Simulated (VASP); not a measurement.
Runs of VASP 6.6.1 on MgS. Symmetry: P6_3/mmc, No. 194, hexagonal system. Conventional cell: a = 4.296 Å, b = 4.296 Å, c = 5.285 Å, α = 90.00°, β = 90.00°, γ = 120.00°. Mg (site symmetry -6m2) has 5 S at 2.48 to 2.64 Å within 3.3 Å. S (site symmetry -6m2) has 5 Mg at 2.48 to 2.64 Å within 3.3 Å. 

| level | potentials or basis | k mesh | cutoff (eV) | gap on the mesh (eV) | pressure (GPa) |
| --- | --- | --- | --- | --- | --- |
| PBE | VASP PAW PBE potentials, release 64 (Mg, S) | 6 × 6 × 4 | 520 | (c) | 0.9 |
| LDA | VASP PAW LDA potentials, release 64 (Mg, S) | 6 × 6 × 4 | 600 | 2.73 | (a) |
| PBEsol | VASP PAW PBE potentials, release 64 (Mg, S) | 6 × 6 × 2 | 520 | 2.84 | -0.6 |
| r2SCAN | VASP PAW PBE potentials, release 64 (Mg, S) | 6 × 6 × 4 | 520 | 3.63 | (b) |

Alike in all rows: task single point; no spin polarisation; cell as given; smearing gaussian 0.01 eV.

Question: Fill in the values left out.

Answer: (a) -2.7; (b) -0.3; (c) 3.00.

Caveats: some runs use coarse meshes; the PAW data sets were made with another functional, which shifts forces and pressure a little (some runs).

A k mesh can miss the band edges.
